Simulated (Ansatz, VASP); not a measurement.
**One calculation of Ti, two programs**

The input INCAR:

```
ALGO     = Fast           # electronic algorithm
EDIFF    = 1E-6           # SCF threshold, eV
ENCUT    = 520            # plane-wave cutoff, eV
GGA      = PS             # functional
ISIF     = 2              # what is computed and relaxed
ISMEAR   = 0              # smearing method
LASPH    = T              # aspherical terms in the spheres
LCHARG   = T              # write CHGCAR
LELF     = T              # ELF
LREAL    = F              # projectors in reciprocal space
LVHAR    = T            
LWAVE    = F              # write WAVECAR
NBANDS   = 25             # bands
NELM     = 80             # most SCF steps
PREC     = Accurate       # precision mode
SIGMA    = 0.1            # smearing width, eV
```

Contents of KPOINTS:

```
k-points
0
Gamma
  12 12 18
```

File POSCAR:

```
Ti
1.0
    4.5152900523      0.0000000000      0.0000000000
   -2.2576450261      3.9103558907      0.0000000000
    0.0000000000      0.0000000000      2.7148298391
Ti
3
Direct
    0.0000000000      0.0000000000      0.0000000000
    0.3333333333      0.6666666667      0.5000000000
    0.6666666667      0.3333333333      0.5000000000
```

Input for Ansatz:

```yaml
crystal:
  lattice:
    - [4.5152900523, 0.0, 0.0]
    - [-2.2576450261, 3.9103558907, 0.0]
    - [0.0, 0.0, 2.7148298391]
  atoms:
    - { symbol: Ti, position: [0.0, 0.0, 0.0] }
    - { symbol: Ti, position: [0.3333333333, 0.6666666667, 0.5] }
    - { symbol: Ti, position: [0.6666666667, 0.3333333333, 0.5] }
basis:
  ecutwfc: 420
kpoints:
  mp_grid: { grid: [12, 12, 18] }
hamiltonian:
  xc: pbesol
scf:
  occupations: { method: gaussian, width: 0.1 }
output:
  forces: true
  stress: true
  eigenvalues: true
```

Change from the starting cell: strain along c alone, the other axes held, atoms relaxed: -3.0 %.

Alike in both runs: task single point; functional PBEsol; k mesh 12 × 12 × 18; occupations gaussian, width 0.1 eV; no spin polarisation.

|  | VASP | Ansatz |
| --- | --- | --- |
| version | VASP 6.6.1 | Ansatz 0.2.0 |
| potentials or method | VASP PAW PBE potentials, release 64 (Ti_sv), cutoff 520 eV | scalar-relativistic, plane waves, PAW |
| valence electrons in the cell | 36 | 36 |

Ansatz gave:

- gap on the k mesh at the Fermi level (eV): none
- pressure (GPa): 4.1
- traceless stress, the component that is largest in VASP (GPa): 4.45

Question: Which values does VASP return?

Answer: gap on the k mesh at the Fermi level (eV): none; pressure (GPa): 3.6; traceless stress, the component that is largest in VASP (GPa): 4.43.

VASP's potentials were made for PBE, not for PBEsol. A gap of «none» marks a metal or a gap that the smearing closes. With one functional, cell and mesh, what is left measures potentials, basis and numerics.
